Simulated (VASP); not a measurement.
# Hg2Se (R-3m) in VASP: further runs

Hg2Se is run at these levels: PBE; tasks: relaxation of cell and atoms, single point.

Everything below comes from runs of VASP 6.6.1. Logs are shortened: lines on timing, memory, paths and dates and some standing lists are left out, and cuts for length are marked.

**1. The cell of the first run**

The structure is trigonal, space group R-3m (No. 166). Conventional cell: a = 3.922 Å, b = 3.922 Å, c = 17.768 Å, α = 90.00°, β = 90.00°, γ = 120.00°. Hg (site symmetry 3m) has 3 Se at 2.71 Å and 12 Hg at 3.73 to 3.92 Å within 4.0 Å. Se (site symmetry -3m) has 6 Hg at 2.71 Å within 3.6 Å.

**2. Relaxation of cell and atoms, PBE**

The input, INCAR:

```
PREC = Accurate ; ENCUT = 600
EDIFF = 1E-6 ; ISMEAR = 0
SIGMA = 0.1 ; LREAL = False
LASPH = True ; NELM = 100
ALGO = Normal ; ISIF = 3
LWAVE = False ; LCHARG = False
GGA = PE ; IBRION = 2
NSW = 90 ; EDIFFG = -0.04
```

The input, KPOINTS:

```
regular mesh
0
Gamma
  6 6 6
```

The input, POSCAR:

```
Hg2Se
1.0
    1.9610043613      1.1321863959      5.9227348213
   -1.9610043613      1.1321863959      5.9227348213
    0.0000000000     -2.2643727917      5.9227348213
Hg Se
2 1
Direct
    0.7500000000      0.7500000000      0.7500000000
    0.2500000000      0.2500000000      0.2500000000
    0.0000000000      0.0000000000      0.0000000000
```

Potentials or basis: VASP PAW PBE potentials, release 64 (Hg, Se).

On the command line:

```bash
$ cat potpaw_PBE.64/Hg/POTCAR potpaw_PBE.64/Se/POTCAR > POTCAR
$ mpirun -np 1 vasp_std > vasp.out
```

OUTCAR:

```text
PREC = Accurate
   ENCUT = 600
   EDIFF = 1E-6
   ISMEAR = 0
   LREAL = False
   LASPH = True
   NELM = 100
   ISIF = 3
   GGA = PE
   IBRION = 2
   NSW = 90
   EDIFFG = -0.04

 ion  position               nearest neighbor table
   1  0.750  0.750  0.750-   3 2.71   3 2.71   3 2.71   2 3.73   2 3.73   2 3.73   2 3.73   2 3.73
                             2 3.73
   2  0.250  0.250  0.250-   3 2.71   3 2.71   3 2.71   1 3.73   1 3.73   1 3.73   1 3.73   1 3.73
                             1 3.73
   3  0.000  0.000  0.000-   1 2.71   2 2.71   1 2.71   1 2.71   2 2.71   2 2.71

  LATTYP: Found a trigonal (rhomboedric) cell.
 ALAT       =     6.3408336915
 COS(alpha) =     0.8087090652

  Lattice vectors:

 A1 = (   1.9610043613,   1.1321863959,   5.9227348213)
 A2 = (  -1.9610043613,   1.1321863959,   5.9227348213)
 A3 = (   0.0000000000,  -2.2643727917,   5.9227348213)

Analysis of symmetry for initial positions (statically):
=====================================================================
 Subroutine PRICEL returns:
 Original cell was already a primitive cell.

 Routine SETGRP: Setting up the symmetry group for a
 trigonal (rhombohedral) supercell.

 Subroutine GETGRP returns: Found 12 space group operations
 (whereof 12 operations were pure point group operations)
 out of a pool of 12 trial point group operations.

The static configuration has the point symmetry D_3d.

Analysis of symmetry for dynamics (positions and initial velocities):
=====================================================================
 Subroutine PRICEL returns:
 Original cell was already a primitive cell.

 Routine SETGRP: Setting up the symmetry group for a
 trigonal (rhombohedral) supercell.

 Subroutine GETGRP returns: Found 12 space group operations
 (whereof 12 operations were pure point group operations)
 out of a pool of 12 trial point group operations.

The dynamic configuration has the point symmetry D_3d.

 Subroutine INISYM returns: Found 12 space group operations
 (whereof 12 operations are pure point group operations),
 and found     1 'primitive' translations

----------------------------------------------------------------------------------------

                                     Primitive cell

  volume of cell :      78.8987

  direct lattice vectors                    reciprocal lattice vectors
     1.961004361  1.132186396  5.922734821     0.254971386  0.147207798  0.056280307
    -1.961004361  1.132186396  5.922734821    -0.254971386  0.147207798  0.056280307
     0.000000000 -2.264372792  5.922734821     0.000000000 -0.294415597  0.056280307

  length of vectors
     6.340833692  6.340833692  6.340833691     0.299746587  0.299746587  0.299746587

  position of ions in fractional coordinates (direct lattice)
     0.750000000  0.750000000  0.750000000
     0.250000000  0.250000000  0.250000000
     0.000000000  0.000000000  0.000000000

  ion indices of the primitive-cell ions
   primitive index   ion index
                 1           1
                 2           2
                 3           3

----------------------------------------------------------------------------------------

 KPOINTS: regular mesh

Automatic generation of k-mesh.
 Grid dimensions read from file:
 generate k-points for:    6    6    6

 Generating k-lattice:

  Cartesian coordinates                     Fractional coordinates (reciprocal lattice)
     0.042495231  0.024534633  0.009380051     0.166666667 -0.000000000 -0.000000000
    -0.042495231  0.024534633  0.009380051    -0.000000000  0.166666667 -0.000000000
     0.000000000 -0.049069266  0.009380051    -0.000000000 -0.000000000  0.166666667

  Length of vectors
     0.049957765  0.049957765  0.049957765

  Shift w.r.t. Gamma in fractional coordinates (k-lattice)
     0.000000000  0.000000000  0.000000000

 Subroutine IBZKPT returns following result:
 ===========================================

 Found     32 irreducible k-points:

 Following reciprocal coordinates:
            Coordinates               Weight
  0.000000  0.000000  0.000000      1.000000
  0.166667 -0.000000 -0.000000      6.000000
  0.333333 -0.000000 -0.000000      6.000000
  0.500000  0.000000 -0.000000      3.000000
  0.166667  0.166667 -0.000000      6.000000
  0.333333  0.166667 -0.000000     12.000000
[... 16 lines left out ...]
  0.500000  0.500000  0.166667      6.000000
 -0.333333  0.500000  0.166667     12.000000
 [... further k-points ...]
   k-points           NKPTS =     32   k-points in BZ     NKDIM =     32   number of bands    NBANDS=     19
   number of dos      NEDOS =    301   number of ions     NIONS =      3
   total plane-waves  NPLWV = 157464
   dimension x,y,z NGX =    54 NGY =   54 NGZ =   54
   dimension x,y,z NGXF=   108 NGYF=  108 NGZF=  108
   ions per type =               2   1
   NGX,Y,Z   is equivalent  to a cutoff of  14.16, 14.16, 14.16 a.u.
   NGXF,Y,Z  is equivalent  to a cutoff of  28.32, 28.32, 28.32 a.u.
 SYSTEM =  unknown system
   PREC   = accura    normal or accurate (medium, high low for compatibility)
   ISTART =      0    job   : 0-new  1-cont  2-samecut
   ICHARG =      2    charge: 1-file 2-atom 10-const
   ISPIN  =      1    spin polarized calculation?
   LNONCOLLINEAR =      F non collinear calculations
   LSORBIT =      F    spin-orbit coupling
   LASPH  =      T    aspherical Exc in radial PAW
   ENCUT  =  600.0 eV  44.10 Ry    6.64 a.u.  12.66 12.66 12.66*2*pi/ulx,y,z
   NELM   =    100;   NELMIN=  2; NELMDL= -5     # of ELM steps
   EDIFF  = 0.1E-05   stopping-criterion for ELM
   LREAL  =      F    real-space projection
   EDIFFG = -.4E-01   stopping-criterion for IOM
   NSW    =     90    number of steps for IOM
   IBRION =      2    ionic relax: 0-MD 1-quasi-New 2-CG
   NFREE  =      1    steps in history (QN), initial steepest desc. (CG)
   ISIF   =      3    stress and relaxation
   ISYM   =      2    0-nonsym 1-usesym 2-fastsym
   POTIM  = 0.5000    time-step for ionic-motion
   TEBEG  =    0.0;   TEEND  =   0.0 temperature during run
   PSTRESS=    0.0 pullay stress
   NELECT =      30.0000    total number of electrons
   NUPDOWN=      -1.0000    fix difference up-down
   EMIN   =  10.00;   EMAX   =-10.00  energy-range for DOS
   EFERMI =   0.00;   METHOD = LEGACY
   ISMEAR =     0;   SIGMA  =   0.10  broadening in eV -4-tet -1-fermi 0-gaus
   EFERMI_NEDOS =   21; number of points for ismear=-14 and -15
   IALGO  =     38    algorithm
   IMIX   =      4    mixing-type and parameters
     AMIX     =   0.40;   BMIX     =  1.00
     AMIX_MAG =   1.60;   BMIX_MAG =  1.00
  volume/ion in A,a.u.               =      26.30       177.48
  Fermi-wavevector in a.u.,A,eV,Ry     =   1.186020  2.241252 19.138536  1.406643
  Thomas-Fermi vector in A             =   2.322201
   LORBIT       =      0    0 simple, 1 ext, 2 COOP (PROOUT), +10 PAW based schemes
   GGA     = PE    functional components
   LHFCALC =     F    Hartree Fock is set to
   AEXX    =    0.0000 exact exchange contribution
   IVDW    =     0    specifies the selected vdW correction
   LEPSILON=     F    determine dielectric tensor
   LRPA    =     F    only Hartree local field effects (RPA)
 conjugate gradient relaxation of ions
 non-spin polarized calculation
 Gauss-broadening in eV      SIGMA  =   0.10
  energy-cutoff  :      600.00
  volume of cell :       78.90
 maximum number of plane-waves:      2658
 NGX is ok and might be reduce to    54
   NGX = 25   NGY = 25   NGZ = 25

--------------------------------------- Ionic step        1  -------------------------------------------

 number of electron      30.0000002 magnetization

 Free energy of the ion-electron system (eV)
  ---------------------------------------------------
  ext. energy  EPLUGINS =         0.00000000
  ---------------------------------------------------
  free energy    TOTEN  =        -2.98907744 eV

  energy without entropy =       -2.97652385  energy(sigma->0) =       -2.98280065

------------------------ aborting loop because EDIFF is reached ----------------------------------------

  FORCE on cell =-STRESS in cart. coord.  units (eV):
  Direction    XX          YY          ZZ          XY          YZ          ZX
  --------------------------------------------------------------------------------------
  -------------------------------------------------------------------------------------
  Total        5.1920250      5.1920250      2.0232710      0.0000000      0.0000000      0.0000000
  in kB      105.4331851    105.4331851     41.0860699      0.0000000      0.0000000      0.0000000
  external PRESSURE =      83.9841467 kB  Pullay stress =       0.0000000 kB
[... 92 lines left out ...]
  FREE ENERGIE OF THE ION-ELECTRON SYSTEM (eV)
  ---------------------------------------------------
  free  energy   TOTEN  =        -3.4170584249 eV

  energy  without entropy=       -3.4058919397  energy(sigma->0) =       -3.41147518

[... ionic steps 4 to 15 ...]

--------------------------------------- Ionic step       16  -------------------------------------------

 number of electron      30.0000001 magnetization

------------------------ aborting loop because EDIFF is reached ----------------------------------------

  FORCE on cell =-STRESS in cart. coord.  units (eV):
  Direction    XX          YY          ZZ          XY          YZ          ZX
  --------------------------------------------------------------------------------------
  -------------------------------------------------------------------------------------
  Total       -0.1177930     -0.1177930     -0.2305781     -0.0000000     -0.0000000      0.0000000
  in kB       -2.3560716     -2.3560716     -4.6119769     -0.0000000     -0.0000000      0.0000000
  external PRESSURE =      -3.1080400 kB  Pullay stress =       0.0000000 kB
[... 59 lines left out ...]
  energy  without entropy=       -3.7238607689  energy(sigma->0) =       -3.72685532

--------------------------------------- Ionic step       18  -------------------------------------------

 number of electron      30.0000001 magnetization

 Free energy of the ion-electron system (eV)
  ---------------------------------------------------
  ext. energy  EPLUGINS =         0.00000000
  ---------------------------------------------------
  free energy    TOTEN  =        -3.73192823 eV

  energy without entropy =       -3.72574306  energy(sigma->0) =       -3.72883565

 E-fermi :   2.0460     XC(G=0):  -9.7844

 val. band max:        1.9613471924   @ k =  -0.1667   0.5000   0.1667
 cond. band min:       2.0691894311   @ k =  -0.3333  -0.3333   0.1667
 fundamental gap:      0.1078422387
 Fermi energy:         2.0459812036

 k-point     1 :       0.0000    0.0000    0.0000
  band No.  band energies     occupation
      1     -11.0358      2.00000
      2      -5.0122      2.00000
      3      -4.9033      2.00000
      4      -4.9033      2.00000
      5      -4.8659      2.00000
      6      -4.8659      2.00000
[... 11 lines left out ...]
     18       6.8837      0.00000
     19       6.8837      0.00000
[... 489 lines left out ...]
      3      -4.8764      2.00000
      4      -4.7536      2.00000
      5      -4.5831      2.00000
      6      -4.3418      2.00000
[... 11 lines left out ...]
     18       6.2207      0.00000
     19       7.8376      0.00000

 [... further k-points ...]
[... 5 lines left out ...]
  --------------------------------------------------------------------------------------
  -------------------------------------------------------------------------------------
  Total        0.0599403      0.0599403     -0.0150748     -0.0000000     -0.0000000      0.0000000
  in kB        1.2095209      1.2095209     -0.3041906     -0.0000000     -0.0000000      0.0000000
  external PRESSURE =       0.7049504 kB  Pullay stress =       0.0000000 kB
[... 18 lines left out ...]
  FREE ENERGIE OF THE ION-ELECTRON SYSTEM (eV)
  ---------------------------------------------------
  free  energy   TOTEN  =        -3.7319282334 eV

  energy  without entropy=       -3.7257430643  energy(sigma->0) =       -3.72883565

 reached required accuracy - stopping structural energy minimisation
```

Run time: 16 min. Hardware: 1 thread of AMD EPYC 9R45 (Zen 5), shared host; peak memory 0.43 GiB.

What came out:

- Free energy: -3.7319 eV
- Relaxed volume: 26.47 Å³/atom
- Relaxed cell: a = 5.699 Å, b = 5.699 Å, c = 5.699 Å, α = 43.44°, β = 43.44°, γ = 43.44°
- Space group after relaxing (to 0.1 Å): R-3m (No. 166)
- Energy gained by relaxing: 247.6 meV/atom
- Ionic steps: 18
- Pressure after relaxing: 0.1 GPa
- Largest force after relaxing: 0.039 eV/Å
- Band gap on the k mesh: zero (bands 15 and 16 overlap by 1.09 eV)

Forces on the atoms (eV/Å):
```
Hg   0.000  0.000 -0.039
Hg   0.000  0.000  0.039
Se   0.000  0.000  0.000
```

Stress tensor (GPa, compression positive):
```
 0.12  0.00  0.00
 0.00  0.12  0.00
 0.00  0.00 -0.03
```

Step by step:
| step | energy change (eV) | largest force (eV/Å) | pressure (GPa) | volume (Å³) |
| --- | --- | --- | --- | --- |
| 1 | 0.0000 | 1.4702 | 8.40 | 78.90 |
| 2 | -0.4198 | 0.0282 | -1.57 | 95.64 |
| 3 | -0.4280 | 0.1695 | -0.70 | 92.97 |
| 4 | -0.4760 | 0.2293 | -0.65 | 91.85 |
| 5 | -0.5867 | 0.3963 | -0.44 | 88.12 |
| 6 | -0.5594 | 0.3919 | 2.81 | 79.08 |
| 7 | -0.6143 | 0.4959 | 0.68 | 83.61 |
| 8 | -0.6480 | 0.2612 | -0.60 | 84.93 |
| 9 | -0.6498 | 0.1894 | -0.96 | 85.39 |
| 10 | -0.6822 | 0.1458 | 0.09 | 81.79 |
| 11 | -0.6856 | 0.1059 | 0.71 | 80.27 |
| 12 | -0.7134 | 0.0616 | 0.21 | 80.21 |
| 13 | -0.7171 | 0.1693 | 0.01 | 80.16 |
| 14 | -0.7315 | 0.1367 | -0.17 | 80.17 |
| 15 | -0.7415 | 0.0832 | -0.30 | 80.12 |
| 16 | -0.7418 | 0.0739 | -0.31 | 80.10 |
| 17 | -0.7408 | 0.0119 | 0.67 | 78.44 |
| 18 | -0.7429 | 0.0393 | 0.07 | 79.40 |

Final structure:
```
Hg Se
1.0
     2.10918    1.21773    5.15228
    -2.10918    1.21773    5.15228
     0.00000   -2.43547    5.15228
Hg Se
2 1
Direct
  0.77223 0.77223 0.77223
  0.22777 0.22777 0.22777
  0.00000 0.00000 0.00000
```

Caveat: spin-orbit coupling is left out, which moves the levels of the heavy elements.

**3. Single point, PBE**

This run uses another cell than the first one, of 26.46 Å³/atom.

The input, INCAR:

```
SYSTEM = Hg2Se
ALGO = Normal
EDIFF = 1E-7
ENCUT = 520
GGA = PE
ISIF = 2
ISMEAR = 0
LASPH = .TRUE.
LCHARG = .FALSE.
LREAL = .FALSE.
LWAVE = .FALSE.
NBANDS = 22
NELM = 60
PREC = Accurate
SIGMA = 0.1
```

The input, KPOINTS:

```
k-points
0
G
  12 12 12
  0 0 0
```

The input, POSCAR:

```
Hg2Se
1.0
    2.1086744033      1.2174437344      5.1535861123
   -2.1086744033      1.2174437344      5.1535861123
    0.0000000000     -2.4348874688      5.1535861123
Hg Se
2 1
Direct
    0.7718483369      0.7718483369      0.7718483369
    0.2281516631      0.2281516631      0.2281516631
    0.0000000000      0.0000000000      0.0000000000
```

Potentials or basis: VASP PAW PBE potentials, release 64 (Hg, Se).

On the command line:

```bash
$ cat potpaw_PBE.64/Hg/POTCAR potpaw_PBE.64/Se/POTCAR > POTCAR
$ mpirun -np 1 vasp_std > vasp.out
```

It took 3.7 min on 1 thread of AMD EPYC 9R45 (Zen 5), shared host; peak memory 0.44 GiB.

The run converged. Its results:

| Item | Value |
| --- | --- |
| Free energy | -3.7030 eV |
| Pressure | 0.2 GPa |
| Band gap on the k mesh | zero (bands 15 and 16 overlap by 1.38 eV) |

Forces in eV/Å, atoms in the order of the input:
```
Hg   0.000  0.000 -0.002
Hg   0.000  0.000  0.002
Se   0.000  0.000  0.000
```

Levels at points of the mesh, in eV from the Fermi level:
```tsv
k point	band 11	band 12	band 13	band 14	band 15	band 16	band 17	band 18	band 19	band 20
(0.00, 0.00, 0.00)	-5.73	-4.95	-3.29	-0.74	-0.74	2.57	2.88	4.78	4.78	8.67
(0.50, 0.00, 0.00)	-5.83	-5.23	-3.09	-2.49	-1.19	1.80	3.47	3.60	4.66	4.78
(0.50, 0.50, 0.00)	-5.72	-4.64	-3.05	-2.09	-1.91	1.03	1.55	6.03	7.17	7.26
(0.50, 0.50, 0.50)	-5.89	-5.89	-0.85	-0.85	-0.70	0.51	6.17	6.17	6.98	7.22
```

Caveat: spin-orbit coupling is left out, which moves the levels of the heavy elements.
